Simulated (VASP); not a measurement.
# Na3S2 (P-3m1) in VASP: further runs

The runs below take Na3S2 through relaxation of cell and atoms, single point, with PBE.

Program: VASP 6.6.1. These are calculated values, not measurements. Logs are shortened: lines on timing, memory, paths and dates and some standing lists are left out, and cuts for length are marked.

### Step 1. The cell of the first run

The structure is trigonal, space group P-3m1 (No. 164). Conventional cell: a = 4.229 Å, b = 4.229 Å, c = 6.580 Å, α = 90.00°, β = 90.00°, γ = 120.00°. Na (site symmetry -3m) has 6 S at 2.93 Å and 6 Na at 3.38 Å within 3.9 Å. Na (site symmetry 3m) has 4 S at 2.55 to 2.63 Å and 6 Na at 3.10 to 3.38 Å within 3.4 Å. S (site symmetry 3m) has 7 Na at 2.55 to 2.93 Å within 3.4 Å.

### Step 2. Relaxation of cell and atoms, PBE

Contents of INCAR:

```
ALGO = Normal
EDIFF = 1E-6
EDIFFG = -0.04
ENCUT = 600
GGA = PE
IBRION = 2
ISIF = 3
ISMEAR = 0
LASPH = True
LCHARG = False
LREAL = False
LWAVE = False
NELM = 100
NSW = 90
PREC = Accurate
SIGMA = 0.1
```

Contents of KPOINTS:

```
k-points
0
Gamma
  6 6 4
```

Contents of POSCAR:

```
Na3S2
1.0
    4.2291271816      0.0000000000      0.0000000000
   -2.1145635908      3.6625315751      0.0000000000
    0.0000000000      0.0000000000      6.5798349297
Na S
3 2
Direct
    0.0000000000      0.0000000000      0.0000000000
    0.3333333333      0.6666666667      0.6450000000
    0.6666666667      0.3333333333      0.3550000000
    0.3333333333      0.6666666667      0.2450000000
    0.6666666667      0.3333333333      0.7550000000
```

Potentials or basis: VASP PAW PBE potentials, release 64 (Na_pv, S).

The run is started by

```bash
> cat potpaw_PBE.64/Na_pv/POTCAR potpaw_PBE.64/S/POTCAR > POTCAR
> mpirun -np 1 vasp_std > vasp.out
```

OUTCAR:

```text
EDIFF = 1E-6
   EDIFFG = -0.04
   ENCUT = 600
   GGA = PE
   IBRION = 2
   ISIF = 3
   ISMEAR = 0
   LASPH = True
   LREAL = False
   NELM = 100
   NSW = 90
   PREC = Accurate

 ion  position               nearest neighbor table
   1  0.000  0.000  0.000-
   2  0.333  0.667  0.645-   5 2.55   5 2.55   5 2.55   4 2.63
   3  0.667  0.333  0.355-   4 2.55   4 2.55   4 2.55   5 2.63
   4  0.333  0.667  0.245-   3 2.55   3 2.55   3 2.55   2 2.63
   5  0.667  0.333  0.755-   2 2.55   2 2.55   2 2.55   3 2.63

  LATTYP: Found a hexagonal cell.
 ALAT       =     4.2291271816
 C/A-ratio  =     1.5558375634

  Lattice vectors:

 A1 = (   4.2291271816,   0.0000000000,   0.0000000000)
 A2 = (  -2.1145635908,   3.6625315751,   0.0000000000)
 A3 = (   0.0000000000,   0.0000000000,   6.5798349297)

Analysis of symmetry for initial positions (statically):
=====================================================================
 Subroutine PRICEL returns:
 Original cell was already a primitive cell.

 Routine SETGRP: Setting up the symmetry group for a
 hexagonal supercell.

 Subroutine GETGRP returns: Found 12 space group operations
 (whereof 12 operations were pure point group operations)
 out of a pool of 24 trial point group operations.

The static configuration has the point symmetry D_3d.

Analysis of symmetry for dynamics (positions and initial velocities):
=====================================================================
 Subroutine PRICEL returns:
 Original cell was already a primitive cell.

 Routine SETGRP: Setting up the symmetry group for a
 hexagonal supercell.

 Subroutine GETGRP returns: Found 12 space group operations
 (whereof 12 operations were pure point group operations)
 out of a pool of 24 trial point group operations.

The dynamic configuration has the point symmetry D_3d.

 Subroutine INISYM returns: Found 12 space group operations
 (whereof 12 operations are pure point group operations),
 and found     1 'primitive' translations

----------------------------------------------------------------------------------------

                                     Primitive cell

  volume of cell :     101.9171

  direct lattice vectors                    reciprocal lattice vectors
     4.229127182  0.000000000  0.000000000     0.236455410  0.136517594  0.000000000
    -2.114563591  3.662531575  0.000000000     0.000000000  0.273035189  0.000000000
     0.000000000  0.000000000  6.579834930     0.000000000  0.000000000  0.151979497

  length of vectors
     4.229127182  4.229127182  6.579834930     0.273035189  0.273035189  0.151979497

  position of ions in fractional coordinates (direct lattice)
     0.000000000  0.000000000  0.000000000
     0.333333333  0.666666667  0.645000000
     0.666666667  0.333333333  0.355000000
     0.333333333  0.666666667  0.245000000
     0.666666667  0.333333333  0.755000000

  ion indices of the primitive-cell ions
   primitive index   ion index
                 1           1
                 2           2
                 3           3
                 4           4
                 5           5

----------------------------------------------------------------------------------------

 KPOINTS: k-points

Automatic generation of k-mesh.
 Grid dimensions read from file:
 generate k-points for:    6    6    4

 Generating k-lattice:

  Cartesian coordinates                     Fractional coordinates (reciprocal lattice)
     0.039409235  0.022752932  0.000000000     0.166666667 -0.000000000  0.000000000
     0.000000000  0.045505865  0.000000000     0.000000000  0.166666667  0.000000000
     0.000000000  0.000000000  0.037994874     0.000000000  0.000000000  0.250000000

  Length of vectors
     0.045505865  0.045505865  0.037994874

  Shift w.r.t. Gamma in fractional coordinates (k-lattice)
     0.000000000  0.000000000  0.000000000

 Subroutine IBZKPT returns following result:
 ===========================================

 Found     24 irreducible k-points:

 Following reciprocal coordinates:
            Coordinates               Weight
  0.000000  0.000000  0.000000      1.000000
  0.166667 -0.000000  0.000000      6.000000
  0.333333 -0.000000  0.000000      6.000000
  0.500000 -0.000000  0.000000      3.000000
  0.166667  0.166667  0.000000      6.000000
  0.333333  0.166667  0.000000     12.000000
[... 16 lines left out ...]
  0.333333  0.166667  0.500000     12.000000
  0.333333  0.333333  0.500000      2.000000
   k-points           NKPTS =     24   k-points in BZ     NKDIM =     24   number of bands    NBANDS=     20
   number of dos      NEDOS =    301   number of ions     NIONS =      5
   total plane-waves  NPLWV =  69984
   dimension x,y,z NGX =    36 NGY =   36 NGZ =   54
   dimension x,y,z NGXF=    72 NGYF=   72 NGZF=  108
   ions per type =               3   2
   NGX,Y,Z   is equivalent  to a cutoff of  14.15, 14.15, 13.64 a.u.
   NGXF,Y,Z  is equivalent  to a cutoff of  28.30, 28.30, 27.29 a.u.
 SYSTEM =  unknown system
   PREC   = accura    normal or accurate (medium, high low for compatibility)
   ISTART =      0    job   : 0-new  1-cont  2-samecut
   ICHARG =      2    charge: 1-file 2-atom 10-const
   ISPIN  =      1    spin polarized calculation?
   LNONCOLLINEAR =      F non collinear calculations
   LSORBIT =      F    spin-orbit coupling
   LASPH  =      T    aspherical Exc in radial PAW
   ENCUT  =  600.0 eV  44.10 Ry    6.64 a.u.   8.45  8.45 13.14*2*pi/ulx,y,z
   NELM   =    100;   NELMIN=  2; NELMDL= -5     # of ELM steps
   EDIFF  = 0.1E-05   stopping-criterion for ELM
   LREAL  =      F    real-space projection
   EDIFFG = -.4E-01   stopping-criterion for IOM
   NSW    =     90    number of steps for IOM
   IBRION =      2    ionic relax: 0-MD 1-quasi-New 2-CG
   NFREE  =      1    steps in history (QN), initial steepest desc. (CG)
   ISIF   =      3    stress and relaxation
   ISYM   =      2    0-nonsym 1-usesym 2-fastsym
   POTIM  = 0.5000    time-step for ionic-motion
   TEBEG  =    0.0;   TEEND  =   0.0 temperature during run
   PSTRESS=    0.0 pullay stress
   NELECT =      33.0000    total number of electrons
   NUPDOWN=      -1.0000    fix difference up-down
   EMIN   =  10.00;   EMAX   =-10.00  energy-range for DOS
   EFERMI =   0.00;   METHOD = LEGACY
   ISMEAR =     0;   SIGMA  =   0.10  broadening in eV -4-tet -1-fermi 0-gaus
   EFERMI_NEDOS =   21; number of points for ismear=-14 and -15
   IALGO  =     38    algorithm
   IMIX   =      4    mixing-type and parameters
     AMIX     =   0.40;   BMIX     =  1.00
     AMIX_MAG =   1.60;   BMIX_MAG =  1.00
  volume/ion in A,a.u.               =      20.38       137.55
  Fermi-wavevector in a.u.,A,eV,Ry     =   1.124166  2.124366 17.194351  1.263749
  Thomas-Fermi vector in A             =   2.260836
   LORBIT       =      0    0 simple, 1 ext, 2 COOP (PROOUT), +10 PAW based schemes
   GGA     = PE    functional components
   LHFCALC =     F    Hartree Fock is set to
   AEXX    =    0.0000 exact exchange contribution
   IVDW    =     0    specifies the selected vdW correction
   LEPSILON=     F    determine dielectric tensor
   LRPA    =     F    only Hartree local field effects (RPA)
 conjugate gradient relaxation of ions
 non-spin polarized calculation
 Gauss-broadening in eV      SIGMA  =   0.10
  energy-cutoff  :      600.00
  volume of cell :      101.92
 maximum number of plane-waves:      3446
 NGX is ok and might be reduce to    36
   NGX = 17   NGY = 17   NGZ = 27

--------------------------------------- Ionic step        1  -------------------------------------------

 number of electron      33.0000014 magnetization

 Free energy of the ion-electron system (eV)
  ---------------------------------------------------
  ext. energy  EPLUGINS =         0.00000000
  ---------------------------------------------------
  free energy    TOTEN  =       -15.46085072 eV

  energy without entropy =      -15.41897682  energy(sigma->0) =      -15.43991377

------------------------ aborting loop because EDIFF is reached ----------------------------------------

  FORCE on cell =-STRESS in cart. coord.  units (eV):
  Direction    XX          YY          ZZ          XY          YZ          ZX
  --------------------------------------------------------------------------------------
  -------------------------------------------------------------------------------------
  Total        5.2875051      5.2875051      3.5611140     -0.0000000      0.0000000      0.0000000
  in kB       83.1216706     83.1216706     55.9821198     -0.0000000      0.0000000      0.0000000
  external PRESSURE =      74.0751537 kB  Pullay stress =       0.0000000 kB
[... 98 lines left out ...]
  FREE ENERGIE OF THE ION-ELECTRON SYSTEM (eV)
  ---------------------------------------------------
  free  energy   TOTEN  =       -15.9359682751 eV

  energy  without entropy=      -15.8861025392  energy(sigma->0) =      -15.91103541

 E-fermi :  -0.0667     XC(G=0):  -7.8004

 val. band max:       -0.0695324766   @ k =   0.3333   0.3333   0.5000
 cond. band min:      -0.0592993047   @ k =   0.0000   0.1667   0.2500
 fundamental gap:      0.0102331718
 Fermi energy:        -0.0666864751

 k-point     1 :       0.0000    0.0000    0.0000
  band No.  band energies     occupation
      1     -22.3032      2.00000
      2     -22.2760      2.00000
      3     -22.2760      2.00000
      4     -22.0815      2.00000
      5     -22.0676      2.00000
      6     -22.0676      2.00000
[... 12 lines left out ...]
     19       5.2063      0.00000
[... 513 lines left out ...]
      4     -22.0846      2.00000
      5     -22.0846      2.00000
      6     -22.0751      2.00000
[... 12 lines left out ...]
     19       6.3406      0.00000
     20       6.3406      0.00000

[... ionic steps 4 to 10 ...]

--------------------------------------- Ionic step       11  -------------------------------------------

 number of electron      33.0000032 magnetization

------------------------ aborting loop because EDIFF is reached ----------------------------------------

  FORCE on cell =-STRESS in cart. coord.  units (eV):
  Direction    XX          YY          ZZ          XY          YZ          ZX
  --------------------------------------------------------------------------------------
  -------------------------------------------------------------------------------------
  Total       -0.3687392     -0.3687392     -0.3129030      0.0000000      0.0000000      0.0000000
  in kB       -4.9880129     -4.9880129     -4.2327049      0.0000000      0.0000000      0.0000000
  external PRESSURE =      -4.7362435 kB  Pullay stress =       0.0000000 kB
[... 63 lines left out ...]
  energy  without entropy=      -16.0195321475  energy(sigma->0) =      -16.03915351

--------------------------------------- Ionic step       13  -------------------------------------------

 number of electron      33.0000030 magnetization

 Free energy of the ion-electron system (eV)
  ---------------------------------------------------
  ext. energy  EPLUGINS =         0.00000000
  ---------------------------------------------------
  free energy    TOTEN  =       -16.06240287 eV

  energy without entropy =      -16.02415789  energy(sigma->0) =      -16.04328038

 E-fermi :   0.4416     XC(G=0):  -8.0191

 val. band max:        0.4313806888   @ k =   0.3333   0.1667   0.5000
 cond. band min:       0.4494347208   @ k =   0.1667   0.1667   0.0000
 fundamental gap:      0.0180540321
 Fermi energy:         0.4416331935

 k-point     1 :       0.0000    0.0000    0.0000
  band No.  band energies     occupation
      1     -22.1274      2.00000
      2     -22.0820      2.00000
      3     -22.0820      2.00000
      4     -21.7192      2.00000
      5     -21.7140      2.00000
      6     -21.7140      2.00000
[... 12 lines left out ...]
     19       5.5838      0.00000
[... 560 lines left out ...]
  FREE ENERGIE OF THE ION-ELECTRON SYSTEM (eV)
  ---------------------------------------------------
  free  energy   TOTEN  =       -16.0624028672 eV

  energy  without entropy=      -16.0241578888  energy(sigma->0) =      -16.04328038

 reached required accuracy - stopping structural energy minimisation
```

Run time: 6.9 min. Hardware: 1 thread of Intel Xeon 6975P-C (Granite Rapids), shared host; peak memory 0.27 GiB.

What came out:

| Property | Result |
| --- | --- |
| Free energy | -16.0624 eV |
| Relaxed volume | 23.21 Å³/atom |
| Relaxed cell | a = 4.732 Å, b = 4.732 Å, c = 5.983 Å, α = 90.00°, β = 90.00°, γ = 120.00° |
| Space group after relaxing (to 0.1 Å) | P-3m1 (No. 164) |
| Energy gained by relaxing | 120.3 meV/atom |
| Ionic steps | 13 |
| Pressure after relaxing | 0.0 GPa |
| Largest force after relaxing | 0.022 eV/Å |
| Band gap on the k mesh | zero (an odd number of electrons rules out a gap without spin polarisation) |

Forces on the atoms (eV/Å):
```
Na   0.000  0.000  0.000
Na   0.000  0.000 -0.009
Na   0.000  0.000  0.009
S    0.000  0.000  0.022
S    0.000  0.000 -0.022
```

Step by step:
| step | energy change (eV) | largest force (eV/Å) | pressure (GPa) | volume (Å³) |
| --- | --- | --- | --- | --- |
| 1 | 0.0000 | 0.9148 | 7.41 | 101.92 |
| 2 | -0.4406 | 0.3411 | 1.42 | 116.45 |
| 3 | -0.4751 | 0.1612 | -0.56 | 124.47 |
| 4 | -0.4767 | 0.1630 | -0.21 | 123.04 |
| 5 | -0.4857 | 0.1579 | -0.21 | 122.58 |
| 6 | -0.5108 | 0.1573 | -0.15 | 121.18 |
| 7 | -0.5508 | 0.1561 | 0.06 | 118.32 |
| 8 | -0.5625 | 0.2528 | 0.90 | 112.29 |
| 9 | -0.5720 | 0.1570 | 0.42 | 115.13 |
| 10 | -0.5865 | 0.1211 | -0.24 | 117.51 |
| 11 | -0.5877 | 0.1139 | -0.47 | 118.44 |
| 12 | -0.5979 | 0.0703 | -0.30 | 117.46 |
| 13 | -0.6016 | 0.0218 | -0.01 | 116.05 |

Final structure:
```cif
data_structure
_symmetry_space_group_name_H-M 'P 1'
_symmetry_Int_Tables_number 1
_cell_length_a 4.7324
_cell_length_b 4.7324
_cell_length_c 5.9832
_cell_angle_alpha 90.000
_cell_angle_beta 90.000
_cell_angle_gamma 120.000
_cell_volume 116.05
loop_
_atom_site_label
_atom_site_type_symbol
_atom_site_fract_x
_atom_site_fract_y
_atom_site_fract_z
_atom_site_occupancy
Na1 Na 0.00000 0.00000 0.00000 1
Na2 Na 0.33333 0.66667 0.69207 1
Na3 Na 0.66667 0.33333 0.30793 1
S1 S 0.33333 0.66667 0.21706 1
S2 S 0.66667 0.33333 0.78294 1
```

Levels at points of the mesh, in eV from the Fermi level:
```tsv
k point	band 15	band 16	band 17	band 18	band 19	band 20
(0.00, 0.00, 0.00)	-0.13	-0.13	0.27	3.09	5.14	7.26
(0.50, 0.00, 0.00)	-0.76	-0.41	-0.06	5.00	5.81	6.06
(0.00, 0.00, 0.50)	-0.61	-0.27	-0.27	4.76	4.81	7.39
(0.50, 0.00, 0.50)	-0.38	-0.17	-0.11	4.98	5.32	7.30
```

### Step 3. Single point, PBE

This run uses another cell than the first one, of 23.26 Å³/atom.

Contents of INCAR:

```
ALGO = Normal
EDIFF = 1E-7
ENCUT = 520
GGA = PE
ISIF = 2
ISMEAR = 0
LASPH = True
LCHARG = True
LELF = True
LREAL = False
LVHAR = True
LWAVE = False
NBANDS = 24
NELM = 80
PREC = Accurate
SIGMA = 0.1
```

Contents of KPOINTS:

```
k-points
0
Gamma
  12 12 6
```

Contents of POSCAR:

```
Na3S2
1.0
    4.7154698193      0.0000000000      0.0000000000
   -2.3577349096      4.0837166543      0.0000000000
    0.0000000000      0.0000000000      6.0387944678
Na S
3 2
Direct
    0.0000000000      0.0000000000      0.0000000000
    0.3333333333      0.6666666667      0.6893867355
    0.6666666667      0.3333333333      0.3106132645
    0.3333333333      0.6666666667      0.2180287574
    0.6666666667      0.3333333333      0.7819712426
```

Potentials or basis: VASP PAW PBE potentials, release 64 (Na_pv, S).

The run is started by

```bash
> cat potpaw_PBE.64/Na_pv/POTCAR potpaw_PBE.64/S/POTCAR > POTCAR
> mpirun -np 1 vasp_std > vasp.out
```

It took 3.9 min on 1 thread of Intel Xeon 6975P-C (Granite Rapids), shared host; peak memory 0.36 GiB.

Results (log left out):

- Free energy: -16.0679 eV
- Pressure: 0.0 GPa
- Largest force: 0.003 eV/Å
- Band gap on the k mesh: zero (an odd number of electrons rules out a gap without spin polarisation)

Forces in eV/Å, atoms in the order of the input:
```
Na   0.000  0.000  0.000
Na   0.000  0.000  0.002
Na   0.000  0.000 -0.002
S    0.000  0.000  0.003
S    0.000  0.000 -0.003
```

Levels at points of the mesh, in eV from the Fermi level:
```
           k point  band 14  band 15  band 16  band 17  band 18  band 19  band 20  band 21
(0.00, 0.00, 0.00)    -0.70    -0.12    -0.12     0.28     3.11     5.14     7.31     7.31
(0.50, 0.00, 0.00)    -1.06    -0.78    -0.40    -0.06     5.03     5.81     6.06     7.52
(0.00, 0.00, 0.50)    -0.58    -0.58    -0.25    -0.25     4.75     4.82     7.14     7.14
(0.50, 0.00, 0.50)    -0.84    -0.37    -0.16    -0.12     4.99     5.34     7.25     7.88
```

### Step 4. Relaxation of cell and atoms, PBE

This run uses another cell than the first one, of 23.20 Å³/atom.

Contents of INCAR:

```
SYSTEM = Na3S2
PREC = Accurate
ENCUT = 600
EDIFF = 1E-6
ISMEAR = 0
SIGMA = 0.1
LREAL = .False.
LASPH = .True.
NELM = 100
ALGO = Normal
ISIF = 3
LWAVE = .False.
LCHARG = .False.
GGA = PE
IBRION = 2
NSW = 100
EDIFFG = -0.01
```

Contents of KPOINTS:

```
regular mesh
0
Gamma
  12 12 6
  0 0 0
```

Contents of POSCAR:

```
Na3S2
1.0
    4.6985047872      0.0000000000      0.0000000000
   -2.3492523936      4.0690245056      0.0000000000
    0.0000000000      0.0000000000      6.0673258487
Na S
3 2
Direct
    0.0000000000      0.0000000000      0.0000000000
    0.3333333333      0.6666666667      0.6887198199
    0.6666666667      0.3333333333      0.3112801801
    0.3333333333      0.6666666667      0.2185900656
    0.6666666667      0.3333333333      0.7814099344
```

The run is started by

```bash
> cat potpaw_PBE.64/Na_pv/POTCAR potpaw_PBE.64/S/POTCAR > POTCAR
> mpirun -np 1 vasp_std > vasp.out
```

It took 11 min on 1 thread of Intel Xeon 6975P-C (Granite Rapids), shared host; peak memory 0.42 GiB.

The run converged. Its results:

- Free energy: -16.0680 eV
- Relaxed volume: 23.29 Å³/atom
- Relaxed cell: a = 4.712 Å, b = 4.712 Å, c = 6.057 Å, α = 90.00°, β = 90.00°, γ = 120.00°
- Space group after relaxing (to 0.1 Å): P-3m1 (No. 164)
- Energy gained by relaxing: 0.1 meV/atom
- Ionic steps: 4
- Pressure after relaxing: 0.0 GPa
- Largest force after relaxing: 0.004 eV/Å
- Band gap on the k mesh: zero (an odd number of electrons rules out a gap without spin polarisation)

Forces in eV/Å, atoms in the order of the input:
```
Na   0.000  0.000  0.000
Na   0.000  0.000  0.004
Na   0.000  0.000 -0.004
S    0.000  0.000 -0.004
S    0.000  0.000  0.004
```

The path:
| step | energy change (eV) | largest force (eV/Å) | pressure (GPa) | volume (Å³) |
| --- | --- | --- | --- | --- |
| 1 | 0.0000 | 0.0081 | 0.10 | 116.00 |
| 2 | -0.0003 | 0.0059 | 0.03 | 116.24 |
| 3 | -0.0004 | 0.0045 | -0.04 | 116.54 |
| 4 | -0.0004 | 0.0044 | -0.03 | 116.46 |

Final structure:
```
Na S
1.0
     4.71202    0.00000    0.00000
    -2.35601    4.08073    0.00000
     0.00000    0.00000    6.05656
Na S
3 2
Direct
  0.00000 0.00000 0.00000
  0.33333 0.66667 0.68859
  0.66667 0.33333 0.31141
  0.33333 0.66667 0.21841
  0.66667 0.33333 0.78159
```

Levels at points of the mesh, in eV from the Fermi level:
```tsv
k point	band 14	band 15	band 16	band 17	band 18	band 19	band 20
(0.00, 0.00, 0.00)	-0.69	-0.12	-0.12	0.28	3.11	5.14	7.33
(0.50, 0.00, 0.00)	-1.05	-0.78	-0.40	-0.06	5.04	5.80	6.06
(0.00, 0.00, 0.50)	-0.57	-0.57	-0.25	-0.25	4.75	4.81	7.16
(0.50, 0.00, 0.50)	-0.83	-0.37	-0.16	-0.12	4.99	5.34	7.23
```

### Step 5. Overview

```tsv
task	cell	k mesh	cutoff (eV)	gap on the mesh (eV)	pressure (GPa)	relaxed volume (Å³/atom)
relaxation of cell and atoms	relaxed from a = 4.229, b = 4.229, c = 6.580 Å, angles 90.0, 90.0, 120.0°, 5 atoms, atomic positions A	6 × 6 × 4	600	none	0.0	23.21
single point	a = 4.715, b = 4.715, c = 6.039 Å, angles 90.0, 90.0, 120.0°, 5 atoms, atomic positions B	12 × 12 × 6	520	none	0.0	-
relaxation of cell and atoms	relaxed from a = 4.699, b = 4.699, c = 6.067 Å, angles 90.0, 90.0, 120.0°, 5 atoms, atomic positions B	12 × 12 × 6	600	none	0.0	23.29
```

Alike in all rows: level PBE; potentials or basis VASP PAW PBE potentials, release 64 (Na_pv, S); no spin polarisation; smearing gaussian 0.1 eV.

Total energies depend on the potentials used, so only differences within one code and one set of settings carry meaning.
